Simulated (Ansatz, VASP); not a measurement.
# One calculation of HgTe, two programs

Contents of INCAR:

```
PREC = Accurate ; ENCUT = 520
EDIFF = 1E-6 ; ISMEAR = -1
SIGMA = 0.05 ; LREAL = False
LASPH = True ; NELM = 60
ALGO = Normal ; ISIF = 2
LWAVE = False ; LCHARG = False
GGA = PE ; NBANDS = 16
```

KPOINTS

```
regular mesh
0
Gamma
  6 6 6
```

POSCAR

```
HgTe
1.0
    0.0000000000      3.2400000000      3.2400000000
    3.2400000000      0.0000000000      3.2400000000
    3.2400000000      3.2400000000      0.0000000000
Te Hg
1 1
Direct
    0.7500000000      0.7500000000      0.7500000000
    0.0000000000      0.0000000000      0.0000000000
```

Input for Ansatz:

```yaml
crystal:
  lattice:
    - [0.0, 3.24, 3.24]
    - [3.24, 0.0, 3.24]
    - [3.24, 3.24, 0.0]
  atoms:
    - { symbol: Te, position: [0.75, 0.75, 0.75] }
    - { symbol: Hg, position: [0.0, 0.0, 0.0] }
hamiltonian:
  xc: pbe
  pseudopotentials: { kind: paw }
basis:
  ecutwfc: 420
kpoints:
  mp_grid: { grid: [6, 6, 6] }
scf:
  occupations: { method: fermi_dirac, width: 0.05 }
  lower_state_search: "off"
  algorithm: density_mixing
  max_iter: 60
  mixing: { algorithm: anderson, ndim: 1, beta: 0.4, preconditioner: kerker }
output:
  forces: true
  stress: true
```

Alike in both runs: task single point; functional PBE; k mesh 6 × 6 × 6; occupations fermi-dirac, width 0.05 eV; no spin polarisation.

```csv
,VASP,Ansatz
version,VASP 6.6.1,Ansatz 0.2.0
potentials or method,"VASP PAW PBE potentials, release 64 (Te, Hg), cutoff 520 eV","PAW, plane waves, scalar-relativistic"
valence electrons in the cell,18,36
```

Ansatz gave:

- pressure (GPa): 3.3

Estimate VASP's values.

pressure (GPa): 3.4.

VASP's potentials hold 18 valence electrons a cell and Ansatz's 36, so a difference there can come from the potentials and not from the codes.

Spin-orbit coupling is off throughout.
